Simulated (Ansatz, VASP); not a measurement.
## Ti in VASP and in Ansatz

```
CELL_PARAMETERS angstrom
2.95000 0.00000 0.00000
-1.47500 2.55477 0.00000
0.00000 0.00000 4.68000
ATOMIC_POSITIONS crystal
Ti 0.66667 0.33333 0.75000
Ti 0.33333 0.66667 0.25000
```

Alike in both runs: task single point; functional PBE; k mesh 10 × 10 × 6; occupations gaussian, width 0.015 eV; no spin polarisation.

|  | VASP | Ansatz |
| --- | --- | --- |
| version | VASP 6.6.1 | Ansatz 0.2.0 |
| potentials or method | VASP PAW PBE potentials, release 64 (Ti_sv), cutoff 520 eV | all-electron LAPW, scalar-relativistic |

|  | VASP | Ansatz | Ansatz less VASP |
| --- | --- | --- | --- |
| gap on the k mesh at the Fermi level (eV) | none | none | - |
| pressure (GPa) | -1.7 | -1.4 | +0.22 |
| traceless stress, the component that is largest in VASP (GPa) | -0.19 | -0.18 | +0.005 |

A gap of «none» marks a metal or a gap that the smearing closes. Ansatz ran all-electron here, and VASP with PAW potentials.
